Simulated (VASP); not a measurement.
Set up this calculation in VASP 6.6.1, as the native input.

```
Task                   : single point
Functional             : r2SCAN
Potentials or basis    : VASP PAW PBE potentials, release 64 (Co)
Cutoff                 : 520 eV
k mesh                 : 20 × 20 × 20
Occupations            : gaussian, width 0.1 eV
Spin                   : collinear spin, ferromagnetic start
Starting moments       : [2.14] μB
Dipole correction      : no
Further INCAR settings : ALGO = Normal; EDIFF = 1e-06; NBANDS = 14
```

Crystal: Co.

```
Co
1.0
     0.00000    1.73848    1.73848
     1.73848    0.00000    1.73848
     1.73848    1.73848    0.00000
Co
1
Direct
  0.00000 0.00000 0.00000
```

This isn't the form of Co at room conditions, which is hcp.

These files were run (other wordings do the same):

POSCAR

```
Co
1.0
    0.0000000000      1.7384805662      1.7384805662
    1.7384805662      0.0000000000      1.7384805662
    1.7384805662      1.7384805662      0.0000000000
Co
1
Direct
    0.0000000000      0.0000000000      0.0000000000
```

INCAR.step1

```
SYSTEM = Co
PREC = Accurate
ENCUT = 520
ISMEAR = 0
SIGMA = 0.1
LREAL = .False.
LASPH = .True.
NELM = 150
ISPIN = 2
MAGMOM = 2.14
LMAXMIX = 4
NBANDS = 14
GGA = PE
ALGO = Normal
EDIFF = 1E-4
LWAVE = .True.
LCHARG = .False.
```

INCAR.step2

```
SYSTEM = Co
PREC = Accurate
ENCUT = 520
EDIFF = 1E-6
ISMEAR = 0
SIGMA = 0.1
LREAL = .False.
LASPH = .True.
NELM = 150
ALGO = Normal
ISIF = 2
LWAVE = .False.
LCHARG = .False.
ISPIN = 2
MAGMOM = 2.14
LORBIT = 11
LMAXMIX = 4
METAGGA = R2SCAN
LMIXTAU = .True.
NBANDS = 14
ISTART = 1
```

KPOINTS

```
Automatic mesh
0
Gamma
  20 20 20
  0 0 0
```

Potentials or basis: VASP PAW PBE potentials, release 64 (Co).

The run is started by

```console
$ cat potpaw_PBE.64/Co/POTCAR > POTCAR
$ cp INCAR.step1 INCAR
$ mpirun -np 1 vasp_std > vasp.out
$ cp INCAR.step2 INCAR
$ mpirun -np 1 vasp_std > vasp.out
```

Results of the run:

```json
{
 "Pressure": "6.9 GPa",
 "Net moment": "1.81 μB per cell",
 "Site moments": "Co +1.86 μB",
 "Valence electrons inside the program's atomic spheres": "Co 8.36"
}
```

Caveat: the cell stands under pressure; the PAW data sets were made with another functional, which shifts forces and pressure a little.

Run time: 2.3 min on 1 thread of Intel(R) Xeon(R) 6975P-C (Granite Rapids), with other jobs on the host, peak memory 0.17 GiB.
